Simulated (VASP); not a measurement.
Input of a VASP 6.6.1 run:

INCAR

```
SYSTEM = Cu
  PREC = Accurate
  ENCUT = 520
  EDIFF = 1E-7
  ISMEAR = 0
  SIGMA = 0.15
  LREAL = .False.
  LASPH = .True.
  NELM = 60
  ALGO = Fast
  ISIF = 2
  LWAVE = .False.
  LCHARG = .False.
  GGA = PE
  IVDW = 12
  NBANDS = 12
```

File KPOINTS:

```
regular mesh
0
Gamma
  25 3 6
  0 0 0
```

POSCAR

```
Cu
1.0
    0.0000000000     -2.2922571009      0.0000000000
   -6.9738504666      0.0000000000    -21.7433430167
    8.0820295263      0.0000000000    -10.8716695828
Cu
1
Direct
    0.5000000000      0.2500000000      0.5000000000
```

Potentials or basis: VASP PAW PBE potentials, release 64 (Cu).

Run with:

```bash
$ cat potpaw_PBE.64/Cu/POTCAR > POTCAR
$ mpirun -np 1 vasp_std > vasp.out
```

(1) Estimate the band gap on the k mesh.

(2) What does it give for the pressure?

Answers

(1) zero (an odd number of electrons rules out a gap without spin polarisation).

(2) 0.0 GPa.

Caveat: the cell differs from its parent crystal (layers slid over each other).
